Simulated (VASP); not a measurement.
# LiBr (Fm-3m) in VASP: notebook, part 2 of 2

VASP 6.6.1. The steps go on from the part before.

## (3) Elastic constants, PBEsol

This run uses another cell than the first one, of 15.96 Å³/atom.

Contents of INCAR:

```
  PREC = Accurate
  ENCUT = 750
  EDIFF = 1E-8
  ISMEAR = 0
  SIGMA = 0.01
  LREAL = False
  LASPH = True
  NELM = 120
  ALGO = Normal
  ISIF = 3
  LWAVE = False
  LCHARG = True
  GGA = PS
  NBANDS = 12
  IBRION = 6
  NFREE = 2
  POTIM = 0.015
  NSW = 1
  GGA_COMPAT = False
```

Contents of KPOINTS:

```
Automatic mesh
0
Gamma
  8 8 8
```

Contents of POSCAR:

```
LiBr
1.0
    0.0000000000      2.5176885214      2.5176885214
    2.5176885214      0.0000000000      2.5176885214
    2.5176885214      2.5176885214      0.0000000000
Li Br
1 1
Direct
    0.0000000000      0.0000000000      0.0000000000
    0.5000000000      0.5000000000      0.5000000000
```

Potentials or basis: VASP PAW PBE potentials, release 64 (Li_sv, Br).

The run is started by

```console
$ cat potpaw_PBE.64/Li_sv/POTCAR potpaw_PBE.64/Br/POTCAR > POTCAR
$ mpirun -np 1 vasp_std > vasp.out
```

OUTCAR:

```text
PREC = Accurate
   ENCUT = 750
   EDIFF = 1E-8
   ISMEAR = 0
   LREAL = False
   LASPH = True
   NELM = 120
   ISIF = 3
   GGA = PS
   IBRION = 6
   NFREE = 2
   POTIM = 0.015
   NSW = 1

 ion  position               nearest neighbor table
   1  0.000  0.000  0.000-   2 2.52   2 2.52   2 2.52   2 2.52   2 2.52   2 2.52
   2  0.500  0.500  0.500-   1 2.52   1 2.52   1 2.52   1 2.52   1 2.52   1 2.52

  LATTYP: Found a face centered cubic cell.
 ALAT       =     5.0353770428

  Lattice vectors:

 A1 = (   0.0000000000,   2.5176885214,   2.5176885214)
 A2 = (   2.5176885214,   0.0000000000,   2.5176885214)
 A3 = (   2.5176885214,   2.5176885214,   0.0000000000)

Analysis of symmetry for initial positions (statically):
=====================================================================
[... 784 lines left out ...]
  x     0.00000     0.00000     0.00000     0.00000     0.00000     0.00000
  y     0.00000     0.00000     0.00000     0.00000     0.00000     0.00000
  z     0.00000     0.00000     0.00000     0.00000     0.00000     0.00000

 INTERNAL STRAIN TENSOR FOR ION    2 for displacements in x,y,z  (eV/Angst):
          X           Y           Z          XY          YZ          ZX
  --------------------------------------------------------------------------------
  x     0.00000     0.00000     0.00000     0.00000     0.00000     0.00000
  y     0.00000     0.00000     0.00000     0.00000     0.00000     0.00000
  z     0.00000     0.00000     0.00000     0.00000     0.00000     0.00000

 Eigenvectors and eigenvalues of the dynamical matrix
 ----------------------------------------------------

   1 f  =    9.302165 THz    58.447227 2PiTHz  310.286830 cm-1    38.470647 meV
             X         Y         Z           dx          dy          dz
      0.000000  0.000000  0.000000     0.000000    0.958771    0.000000
      2.517689  2.517689  2.517689     0.000000   -0.284179    0.000000
[... 21 lines left out ...]
   6 f/i=    0.001767 THz     0.011099 2PiTHz    0.058925 cm-1     0.007306 meV
             X         Y         Z           dx          dy          dz
      0.000000  0.000000  0.000000     0.000000   -0.284179    0.000000
      2.517689  2.517689  2.517689     0.000000   -0.958771    0.000000

--------------------------------------------------------------------------------------------------------

 ELASTIC MODULI CONTR FROM IONIC RELAXATION (kBar)
 Direction    XX          YY          ZZ          XY          YZ          ZX
 --------------------------------------------------------------------------------
 XX           0.0000      0.0000      0.0000      0.0000      0.0000      0.0000
 YY           0.0000      0.0000      0.0000      0.0000      0.0000      0.0000
 ZZ           0.0000      0.0000      0.0000      0.0000      0.0000      0.0000
 XY           0.0000      0.0000      0.0000      0.0000      0.0000      0.0000
 YZ           0.0000      0.0000      0.0000      0.0000      0.0000      0.0000
 ZX           0.0000      0.0000      0.0000      0.0000      0.0000      0.0000
 --------------------------------------------------------------------------------

 TOTAL ELASTIC MODULI (kBar)
 Direction    XX          YY          ZZ          XY          YZ          ZX
 --------------------------------------------------------------------------------
 XX        1288.8736    241.2346    241.2346     -0.0000      0.0000     -0.0000
 YY         241.2346   1288.8736    241.2346      0.0000     -0.0000     -0.0000
 ZZ         241.2346    241.2346   1288.8736      0.0000      0.0000      0.0000
 XY          -0.0000      0.0000      0.0000    311.9181      0.0000      0.0000
 YZ           0.0000     -0.0000      0.0000      0.0000    311.9181      0.0000
 ZX          -0.0000     -0.0000      0.0000      0.0000      0.0000    311.9181
 --------------------------------------------------------------------------------
```

OSZICAR:

```text
N       E                     dE             d eps       ncg     rms          rms(c)
DAV:   1     0.489311750110E+02    0.48931E+02   -0.49895E+03   696   0.101E+03
DAV:   2    -0.376699281762E+01   -0.52698E+02   -0.49727E+02   884   0.162E+02
[... 187 lines left out ...]
DAV:   2    -0.673578012791E+01   -0.25615E-02   -0.26709E-02  1640   0.104E+00    0.557E-02
DAV:   3    -0.673573061873E+01    0.49509E-04   -0.27981E-04  1804   0.101E-01    0.347E-02
DAV:   4    -0.673571606919E+01    0.14550E-04   -0.82019E-05  1632   0.553E-02    0.106E-02
DAV:   5    -0.673571705684E+01   -0.98765E-06   -0.74627E-06  1612   0.188E-02    0.560E-03
DAV:   6    -0.673571707827E+01   -0.21426E-07   -0.10712E-07  1848   0.223E-03    0.357E-03
DAV:   7    -0.673571706104E+01    0.17226E-07   -0.69182E-08  1664   0.182E-03    0.486E-04
DAV:   8    -0.673571705973E+01    0.13098E-08   -0.10076E-08  1220   0.659E-04
  17 F= -.67357171E+01 E0= -.67357171E+01  d E =-.409368-133
```

stdout:

```text
POSCAR found type information on POSCAR LiBr
 POSCAR found :  2 types and       2 ions
 scaLAPACK will be used
 -----------------------------------------------------------------------------
|                                                                             |
|                                                                             |
|     You enforced a specific xc type in the INCAR file but a different       |
|     I HOPE YOU KNOW WHAT YOU ARE DOING!                                     |
|                                                                             |
[... 33 lines left out ...]
 Finite differences progress:
 bond charge predicted
 Finite differences progress:
 bond charge predicted
 Finite differences progress:
 bond charge predicted
 Finite differences progress:
 bond charge predicted
 Finite differences progress:
 bond charge predicted
 Finite differences progress:
```

Run time: 4.4 min. Hardware: 1 thread of Intel Xeon Platinum 8488C (Sapphire Rapids), shared host; peak memory 0.32 GiB.

What came out:

| Quantity | Value |
| --- | --- |
| Elastic constants C11, C12, C44 | 129, 24, 31 GPa |
| Voigt bulk modulus | 59 GPa |
| Highest phonon frequency at Γ, LO-TO splitting left out | 310 cm⁻¹ |

Phonon frequencies in cm⁻¹ (negative: imaginary):
| q point | frequencies |
| --- | --- |
| (0.000, 0.000, 0.000) | 0 0 0 310 310 310 |

Elastic tensor in Voigt notation (GPa, in the Cartesian axes of the cell as first typed):
```
129  24  24   0   0   0
 24 129  24   0   0   0
 24  24 129   0   0   0
  0   0   0  31   0   0
  0   0   0   0  31   0
  0   0   0   0   0  31
```

Clamped-ion elastic tensor (GPa):
```
129  24  24   0   0   0
 24 129  24   0   0   0
 24  24 129   0   0   0
  0   0   0  31   0   0
  0   0   0   0  31   0
  0   0   0   0   0  31
```

Caveat: the cell is under stress, which shifts elastic constants; the PAW data sets were made with another functional, which shifts forces and pressure a little.

## (4) Elastic constants, PBEsol

This run uses another cell than the first one, of 16.74 Å³/atom.

Contents of INCAR:

```
SYSTEM = LiBr
PREC = Accurate
ENCUT = 750
EDIFF = 1E-8
ISMEAR = 0
SIGMA = 0.01
LREAL = .FALSE.
LASPH = .TRUE.
NELM = 120
ALGO = Normal
ISIF = 3
LWAVE = .FALSE.
LCHARG = .FALSE.
GGA = PS
IBRION = 6
NFREE = 2
POTIM = 0.015
NSW = 1
GGA_COMPAT = .FALSE.
```

Contents of KPOINTS:

```
Automatic mesh
0
G
  8 8 8
  0 0 0
```

Contents of POSCAR:

```
LiBr
1.0
    0.0000000000      2.5581673077      2.5581673077
    2.5581673077      0.0000000000      2.5581673077
    2.5581673077      2.5581673077      0.0000000000
Li Br
1 1
Direct
    0.0000000000      0.0000000000      0.0000000000
    0.5000000000      0.5000000000      0.5000000000
```

The run is started by

```console
$ cat potpaw_PBE.64/Li_sv/POTCAR potpaw_PBE.64/Br/POTCAR > POTCAR
$ mpirun -np 1 vasp_std > vasp.out
```

Wall time 3.6 min (1 thread of Intel Xeon Platinum 8488C (Sapphire Rapids), shared host); peak memory 0.3 GiB.

It converged, with:

| Item | Value |
| --- | --- |
| Elastic constants C11, C12, C44 | 108, 22, 28 GPa |
| Voigt bulk modulus | 51 GPa |
| Highest phonon frequency at Γ, LO-TO splitting left out | 281 cm⁻¹ |

Phonon frequencies in cm⁻¹ (negative: imaginary):
| q point | frequencies |
| --- | --- |
| (0.000, 0.000, 0.000) | 0 0 0 281 281 281 |

Elastic tensor in Voigt notation (GPa, in the Cartesian axes of the cell as first typed):
```
108  22  22   0   0   0
 22 108  22   0   0   0
 22  22 108   0   0   0
  0   0   0  28   0   0
  0   0   0   0  28   0
  0   0   0   0   0  28
```

Clamped-ion elastic tensor (GPa):
```
108  22  22   0   0   0
 22 108  22   0   0   0
 22  22 108   0   0   0
  0   0   0  28   0   0
  0   0   0   0  28   0
  0   0   0   0   0  28
```

Caveat: the cell is under stress, which shifts elastic constants; the PAW data sets were made with another functional, which shifts forces and pressure a little.

## (5) Elastic constants, PBEsol

This run uses another cell than the first one, of 17.76 Å³/atom.

Contents of INCAR:

```
ALGO = Normal
EDIFF = 1E-8
ENCUT = 750
GGA = PS
GGA_COMPAT = False
IBRION = 6
ISIF = 3
ISMEAR = 0
LASPH = True
LCHARG = True
LREAL = False
LWAVE = False
NBANDS = 12
NELM = 120
NFREE = 2
NSW = 1
POTIM = 0.015
PREC = Accurate
SIGMA = 0.01
```

Contents of KPOINTS:

```
k-points
0
Gamma
  8 8 8
```

Contents of POSCAR:

```
LiBr
1.0
    0.0000000000      2.6089206617      2.6089206617
    2.6089206617      0.0000000000      2.6089206617
    2.6089206617      2.6089206617      0.0000000000
Li Br
1 1
Direct
    0.0000000000      0.0000000000      0.0000000000
    0.5000000000      0.5000000000      0.5000000000
```

The run is started by

```console
$ cat potpaw_PBE.64/Li_sv/POTCAR potpaw_PBE.64/Br/POTCAR > POTCAR
$ mpirun -np 1 vasp_std > vasp.out
```

Wall time 7.4 min (1 thread of Intel Xeon Platinum 8488C (Sapphire Rapids), shared host); peak memory 0.35 GiB.

Results (log left out):

| Item | Value |
| --- | --- |
| Elastic constants C11, C12, C44 | 85, 20, 25 GPa |
| Voigt bulk modulus | 42 GPa |
| Highest phonon frequency at Γ, LO-TO splitting left out | 245 cm⁻¹ |

Phonon frequencies in cm⁻¹ (negative: imaginary):
```tsv
q point	frequencies
(0.000, 0.000, 0.000)	0 0 0 245 245 245
```

Elastic tensor in Voigt notation (GPa, in the Cartesian axes of the cell as first typed):
```
85 20 20  0  0  0
20 85 20  0  0  0
20 20 85  0  0  0
 0  0  0 25  0  0
 0  0  0  0 25  0
 0  0  0  0  0 25
```

Clamped-ion elastic tensor (GPa):
```
85 20 20  0  0  0
20 85 20  0  0  0
20 20 85  0  0  0
 0  0  0 25  0  0
 0  0  0  0 25  0
 0  0  0  0  0 25
```

Caveat: the cell is under stress, which shifts elastic constants; the PAW data sets were made with another functional, which shifts forces and pressure a little.
